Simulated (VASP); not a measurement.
**Al: single point with LDA**

Crystal: Al.

```
Al
1.0
     2.70440    0.00000    0.00000
    -1.35220    2.34208    0.00000
     0.00000    0.00000    4.68623
Al
2
Direct
  0.66667 0.33333 0.75000
  0.33333 0.66667 0.25000
```

```json
{"Program": "VASP 6.6.1", "Task": "single point", "Functional": "LDA", "Potentials or basis": "VASP PAW LDA potentials, release 64 (Al)", "Cutoff": "520 eV", "k mesh": "18 × 18 × 10", "Occupations": "gaussian, width 0.15 eV", "Spin": "no spin polarisation"}
```

The pressure is 7.2 GPa. The band gap on the k mesh is zero (band 3 reaches 12.80 eV, above the bottom of band 4 at 5.73 eV).

Stress tensor (GPa, compression positive):
```
8.65 0.00 0.00
0.00 8.65 0.00
0.00 0.00 4.43
```

Levels at points of the mesh, in eV from the Fermi level:
```csv
k point,band 1,band 2,band 3,band 4,band 5,band 6,band 7,band 8
"(0.00, 0.00, 0.00)",-11.85,-5.29,-5.29,11.63,12.33,12.33,12.39,12.39
"(0.50, 0.00, 0.00)",-5.33,-5.31,0.60,0.76,1.33,1.60,6.84,8.54
"(0.00, 0.00, 0.50)",-10.18,-10.18,2.52,2.52,13.16,13.16,13.16,13.16
"(0.50, 0.00, 0.50)",-4.14,-4.14,-3.20,-3.20,7.66,7.66,8.23,8.23
```

Wall time 17 s on 1 thread of Intel(R) Xeon(R) 6975P-C (Granite Rapids), on a shared host, peak memory 0.16 GiB.
